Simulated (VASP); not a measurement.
# AlB2P3 (P3m1) in VASP: notebook, part 2 of 2

VASP 6.6.1. Earlier steps stand in the parts before.

### 3 Single point, PBE

This run uses another cell than the first one, of 15.19 Å³/atom, 1.043 times its volume.

The input, INCAR:

```
PREC = Accurate ; ENCUT = 520
EDIFF = 1E-6 ; ISMEAR = 0
SIGMA = 0.1 ; LREAL = False
LASPH = True ; NELM = 100
ALGO = Normal ; ISIF = 2
LWAVE = False ; LCHARG = False
GGA = PE ; NBANDS = 21
```

The input, KPOINTS:

```
regular mesh
0
Gamma
  6 6 2
```

The input, POSCAR:

```
AlB2P3
1.0
    3.5026149900      0.0000000000      0.0000000000
   -1.7513075000      3.0333535600      0.0000000000
    0.0000000000      0.0000000000      8.5796194900
Al B P
1 2 3
Direct
    0.6666666700      0.3333333300      0.3333333300
    0.0000000000      0.0000000000      0.0000000000
    0.3333333300      0.6666666700      0.6666666700
    0.0000000000      0.0000000000      0.2500000000
    0.6666666700      0.3333333300      0.5833333300
    0.3333333300      0.6666666700      0.9166666700
```

Potentials or basis: VASP PAW PBE potentials, release 64 (Al, B, P).

Launch:

```sh
$ cat potpaw_PBE.64/Al/POTCAR potpaw_PBE.64/B/POTCAR potpaw_PBE.64/P/POTCAR > POTCAR
$ mpirun -np 1 vasp_std > vasp.out
```

OUTCAR:

```text
PREC = Accurate
   ENCUT = 520
   EDIFF = 1E-6
   ISMEAR = 0
   LREAL = False
   LASPH = True
   NELM = 100
   ISIF = 2
   GGA = PE

 ion  position               nearest neighbor table
   1  0.667  0.333  0.333-   4 2.14   4 2.14   4 2.14   5 2.14
   2  0.000  0.000  0.000-   6 2.14   6 2.14   6 2.14   4 2.14
   3  0.333  0.667  0.667-   5 2.14   5 2.14   6 2.14   5 2.14
   4  0.000  0.000  0.250-   1 2.14   1 2.14   1 2.14   2 2.14
   5  0.667  0.333  0.583-   3 2.14   3 2.14   1 2.14   3 2.14
   6  0.333  0.667  0.917-   2 2.14   2 2.14   2 2.14   3 2.14

  LATTYP: Found a hexagonal cell.
 ALAT       =     3.5026149900
 C/A-ratio  =     2.4494897425

  Lattice vectors:

 A1 = (   3.5026149900,   0.0000000000,   0.0000000000)
 A2 = (  -1.7513075000,   3.0333535600,   0.0000000000)
 A3 = (   0.0000000000,   0.0000000000,   8.5796194900)

Analysis of symmetry for initial positions (statically):
=====================================================================
 Subroutine PRICEL returns:
 Original cell was already a primitive cell.

 Routine SETGRP: Setting up the symmetry group for a
 hexagonal supercell.

 Subroutine GETGRP returns: Found  6 space group operations
 (whereof  6 operations were pure point group operations)
 out of a pool of 24 trial point group operations.

The static configuration has the point symmetry C_3v.

Analysis of symmetry for dynamics (positions and initial velocities):
=====================================================================
 Subroutine PRICEL returns:
 Original cell was already a primitive cell.

 Routine SETGRP: Setting up the symmetry group for a
 hexagonal supercell.

 Subroutine GETGRP returns: Found  6 space group operations
 (whereof  6 operations were pure point group operations)
 out of a pool of 24 trial point group operations.

The dynamic configuration has the point symmetry C_3v.

 Subroutine INISYM returns: Found  6 space group operations
 (whereof  6 operations are pure point group operations),
 and found     1 'primitive' translations

----------------------------------------------------------------------------------------

                                     Primitive cell

  volume of cell :      91.1556

  direct lattice vectors                    reciprocal lattice vectors
     3.502614990  0.000000000  0.000000000     0.285500977  0.164834066  0.000000000
    -1.751307500  3.033353560  0.000000000     0.000000000  0.329668131  0.000000000
     0.000000000  0.000000000  8.579619490     0.000000000  0.000000000  0.116555286

  length of vectors
     3.502614990  3.502614992  8.579619490     0.329668132  0.329668131  0.116555286

  position of ions in fractional coordinates (direct lattice)
     0.666666670  0.333333330  0.333333330
     0.000000000  0.000000000  0.000000000
     0.333333330  0.666666670  0.666666670
     0.000000000  0.000000000  0.250000000
     0.666666670  0.333333330  0.583333330
     0.333333330  0.666666670  0.916666670

  ion indices of the primitive-cell ions
   primitive index   ion index
                 1           1
                 2           2
                 3           3
                 4           4
                 5           5
                 6           6

[... 34 lines left out ...]
  0.333333  0.333333  0.000000      2.000000
  0.000000  0.000000  0.500000      1.000000
  0.166667 -0.000000  0.500000      6.000000
  0.333333 -0.000000  0.500000      6.000000
  0.500000  0.000000  0.500000      3.000000
  0.166667  0.166667  0.500000      6.000000
  0.333333  0.166667  0.500000     12.000000
  0.333333  0.333333  0.500000      2.000000
   k-points           NKPTS =     14   k-points in BZ     NKDIM =     14   number of bands    NBANDS=     21
   number of dos      NEDOS =    301   number of ions     NIONS =      6
   total plane-waves  NPLWV =  50176
   dimension x,y,z NGX =    28 NGY =   28 NGZ =   64
   dimension x,y,z NGXF=    56 NGYF=   56 NGZF=  128
   ions per type =               1   2   3
   NGX,Y,Z   is equivalent  to a cutoff of  13.29, 13.29, 12.40 a.u.
   NGXF,Y,Z  is equivalent  to a cutoff of  26.58, 26.58, 24.80 a.u.
 SYSTEM =  unknown system
   PREC   = accura    normal or accurate (medium, high low for compatibility)
   ISTART =      0    job   : 0-new  1-cont  2-samecut
   ICHARG =      2    charge: 1-file 2-atom 10-const
   ISPIN  =      1    spin polarized calculation?
   LNONCOLLINEAR =      F non collinear calculations
   LSORBIT =      F    spin-orbit coupling
   LASPH  =      T    aspherical Exc in radial PAW
   ENCUT  =  520.0 eV  38.22 Ry    6.18 a.u.   6.51  6.51 15.95*2*pi/ulx,y,z
   NELM   =    100;   NELMIN=  2; NELMDL= -5     # of ELM steps
   EDIFF  = 0.1E-05   stopping-criterion for ELM
   LREAL  =      F    real-space projection
   EDIFFG = 0.1E-04   stopping-criterion for IOM
   NSW    =      0    number of steps for IOM
   IBRION =     -1    ionic relax: 0-MD 1-quasi-New 2-CG
   NFREE  =      0    steps in history (QN), initial steepest desc. (CG)
   ISIF   =      2    stress and relaxation
   ISYM   =      2    0-nonsym 1-usesym 2-fastsym
   POTIM  = 0.5000    time-step for ionic-motion
   TEBEG  =    0.0;   TEEND  =   0.0 temperature during run
   PSTRESS=    0.0 pullay stress
   NELECT =      24.0000    total number of electrons
   NUPDOWN=      -1.0000    fix difference up-down
   EMIN   =  10.00;   EMAX   =-10.00  energy-range for DOS
   EFERMI =   0.00;   METHOD = LEGACY
   ISMEAR =     0;   SIGMA  =   0.10  broadening in eV -4-tet -1-fermi 0-gaus
   EFERMI_NEDOS =   21; number of points for ismear=-14 and -15
   IALGO  =     38    algorithm
   IMIX   =      4    mixing-type and parameters
     AMIX     =   0.40;   BMIX     =  1.00
     AMIX_MAG =   1.60;   BMIX_MAG =  1.00
  volume/ion in A,a.u.               =      15.19       102.52
  Fermi-wavevector in a.u.,A,eV,Ry     =   1.049262  1.982818 14.979354  1.100951
  Thomas-Fermi vector in A             =   2.184218
   LORBIT       =      0    0 simple, 1 ext, 2 COOP (PROOUT), +10 PAW based schemes
   GGA     = PE    functional components
   LHFCALC =     F    Hartree Fock is set to
   AEXX    =    0.0000 exact exchange contribution
   IVDW    =     0    specifies the selected vdW correction
   LEPSILON=     F    determine dielectric tensor
   LRPA    =     F    only Hartree local field effects (RPA)
 non-spin polarized calculation
 Gauss-broadening in eV      SIGMA  =   0.10
  energy-cutoff  :      520.00
  volume of cell :       91.16
 maximum number of plane-waves:      2515
 NGX is ok and might be reduce to    28
   NGX = 13   NGY = 13   NGZ = 31

 number of electron      24.0000001 magnetization

 Free energy of the ion-electron system (eV)
  ---------------------------------------------------
  ext. energy  EPLUGINS =         0.00000000
  ---------------------------------------------------
  free energy    TOTEN  =       -33.38001961 eV

  energy without entropy =      -33.38001961  energy(sigma->0) =      -33.38001961

 E-fermi :   6.1761     XC(G=0): -10.0048

 val. band max:        5.7114814327   @ k =   0.0000   0.0000   0.0000
 cond. band min:       7.1258232486   @ k =   0.5000   0.0000   0.0000
 fundamental gap:      1.4143418159
 Fermi energy:         6.1760843945

 k-point     1 :       0.0000    0.0000    0.0000
  band No.  band energies     occupation
      1      -7.7433      2.00000
      2      -6.2832      2.00000
      3      -6.1779      2.00000
      4      -0.0733      2.00000
      5       0.2183      2.00000
      6       4.4474      2.00000
[... 325 lines left out ...]
     20      12.8194      0.00000
     21      12.9786      0.00000

------------------------ aborting loop because EDIFF is reached ----------------------------------------

  FORCE on cell =-STRESS in cart. coord.  units (eV):
  Direction    XX          YY          ZZ          XY          YZ          ZX
  --------------------------------------------------------------------------------------
  -------------------------------------------------------------------------------------
  Total        0.3208107      0.3208107      0.4574129     -0.0000000     -0.0000000      0.0000000
  in kB        5.6386602      5.6386602      8.0396205     -0.0000000     -0.0000000      0.0000000
  external PRESSURE =       6.4389803 kB  Pullay stress =       0.0000000 kB

 VOLUME and BASIS-vectors are now :
 -----------------------------------------------------------------------------
  energy-cutoff  :      520.00
  volume of cell :       91.16
      direct lattice vectors                 reciprocal lattice vectors
     3.502614990  0.000000000  0.000000000     0.285500977  0.164834066  0.000000000
    -1.751307500  3.033353560  0.000000000     0.000000000  0.329668131  0.000000000
     0.000000000  0.000000000  8.579619490     0.000000000  0.000000000  0.116555286

 POSITION                                       TOTAL-FORCE (eV/Angst)
 -----------------------------------------------------------------------------------
      1.75131      1.01112      2.85987         0.000000     -0.000000     -0.429699
      0.00000      0.00000      0.00000         0.000000     -0.000000     -0.318899
     -0.00000      2.02224      5.71975         0.000000     -0.000000      0.418451
      0.00000      0.00000      2.14490         0.000000     -0.000000     -4.045943
      1.75131      1.01112      5.00478        -0.000000      0.000000      4.443211
     -0.00000      2.02224      7.86465        -0.000000     -0.000000     -0.067121
 -----------------------------------------------------------------------------------
    total drift:                                0.000002     -0.000001      0.000039

  FREE ENERGIE OF THE ION-ELECTRON SYSTEM (eV)
  ---------------------------------------------------
  free  energy   TOTEN  =       -33.3800196065 eV

  energy  without entropy=      -33.3800196065  energy(sigma->0) =      -33.38001961
```

stdout:

```text
POSCAR found type information on POSCAR AlB P
 POSCAR found :  3 types and       6 ions
 scaLAPACK will be used
 LDA part: xc-table for (Slater+PW92), standard interpolation
 POSCAR, INCAR and KPOINTS ok, starting setup
 FFT: planning ... GRIDC
 FFT: planning ... GRID_SOFT
 FFT: planning ... GRID
 WAVECAR not read
 entering main loop
```

Run time: 56 s. Hardware: 1 thread of AMD EPYC 7R13, shared host; peak memory 0.18 GiB.

What came out:

| Quantity | Value |
| --- | --- |
| Free energy | -33.3800 eV |
| Pressure | 0.6 GPa |
| Largest force | 4.443 eV/Å |
| Band gap on the k mesh | 1.41 eV, indirect (least direct gap 2.44 eV) |

Forces in eV/Å, atoms in the order of the input:
```
Al   0.000  0.000 -0.430
B    0.000  0.000 -0.319
B    0.000  0.000  0.418
P    0.000  0.000 -4.046
P    0.000  0.000  4.443
P    0.000  0.000 -0.067
```

Caveat: forces of over 1 eV/Å act on the atoms, so gaps and moduli don't describe the material at rest. A k mesh can miss the band edges.
